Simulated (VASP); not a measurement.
A run of VASP 6.6.1 is set up as follows.

File INCAR:

```
  ALGO = Normal
  EDIFF = 1E-6
  ENCUT = 520
  ISIF = 2
  ISMEAR = 0
  LASPH = True
  LCHARG = False
  LREAL = False
  LWAVE = False
  NBANDS = 11
  NELM = 80
  PREC = Accurate
  SIGMA = 0.05
```

File KPOINTS:

```
k-points
0
Gamma
  13 13 13
```

File POSCAR:

```
C
1.0
    0.0000000000      1.8068380860      1.8068380860
    1.8068380860      0.0000000000      1.8068380860
    1.8068380860      1.8068380860      0.0000000000
C
2
Direct
    0.7500000000      0.7500000000      0.7500000000
    0.5000000000      0.5000000000      0.5000000000
```

Potentials or basis: VASP PAW LDA potentials, release 64 (C).

Command:

```bash
$ cat potpaw_LDA.64/C/POTCAR > POTCAR
$ mpirun -np 1 vasp_std > vasp.out
```

What does it give for the band gap on the k mesh?

4.02 eV, indirect (least direct gap 5.43 eV).

What does it give for the pressure?

-27.1 GPa.

 A k mesh can miss the band edges.
